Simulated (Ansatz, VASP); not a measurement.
**Two plane-wave programs on Be2ZnO3**

```
CELL_PARAMETERS angstrom
2.86963 0.00000 0.00000
-1.43482 2.48518 0.00000
0.00000 0.00000 7.24789
ATOMIC_POSITIONS crystal
Be 0.33333 0.66667 0.36151
Be 0.66667 0.33333 0.66067
Zn 0.00000 0.00000 0.01541
O 0.33333 0.66667 0.58421
O 0.66667 0.33333 0.88137
O 0.00000 0.00000 0.28683
```

Alike in both runs: functional PBE; k mesh 5 × 5 × 2; occupations gaussian, width 0.15 eV; no spin polarisation.

Ansatz relaxed the structure, and its values are those at the end. VASP's run is a single point on that final structure, the one shown.

|  | VASP | Ansatz |
| --- | --- | --- |
| version | VASP 6.6.1 | Ansatz 0.2.0 |
| potentials or method | VASP PAW PBE potentials, release 64 (Be, Zn, O), cutoff 600 eV | scalar-relativistic, plane waves, PAW |
| valence electrons in the cell | 34 | 34 |

VASP gave:

```
gap on the k mesh at the Fermi level (eV) : 2.43
least direct gap on the mesh (eV)         : 2.43
pressure (GPa)                            : 0.8
rms of the force components (eV/Å)        : 0.050
```

Which values does Ansatz return?

gap on the k mesh at the Fermi level (eV): 2.46; least direct gap on the mesh (eV): 2.46; pressure (GPa): 0.3; rms of the force components (eV/Å): 0.026.

With one functional, cell and mesh, what is left measures potentials, basis and numerics.

The k mesh is coarse, so the values compare programs but aren't converged.
